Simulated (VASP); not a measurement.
Here is a VASP 6.6.1 calculation.

INCAR

```
SYSTEM = Au
  PREC = Accurate
  ENCUT = 520
  EDIFF = 1E-7
  ISMEAR = 0
  SIGMA = 0.15
  LREAL = .FALSE.
  LASPH = .TRUE.
  NELM = 100
  ALGO = Normal
  ISIF = 2
  LWAVE = .FALSE.
  LCHARG = .FALSE.
  GGA = PS
  NBANDS = 12
```

The input KPOINTS:

```
Automatic mesh
0
G
  20 20 20
  0 0 0
```

POSCAR

```
Au
1.0
   -1.6572690000      1.6572690000      1.5909782400
    1.6572690000     -1.6572690000      1.5909782400
    1.6572690000      1.6572690000     -1.5909782400
Au
1
Direct
    0.0000000000      0.0000000000      0.0000000000
```

Potentials or basis: VASP PAW PBE potentials, release 64 (Au).

Launch:

```bash
$ cat potpaw_PBE.64/Au/POTCAR > POTCAR
$ mpirun -np 1 vasp_std > vasp.out
```

(1) Estimate the pressure.

## Answers

(1) -4.3 GPa.

Caveat: the cell differs from its parent crystal (strain +0.000 along x and y, -0.040 along z); the PAW data sets were made with another functional, which shifts forces and pressure a little.
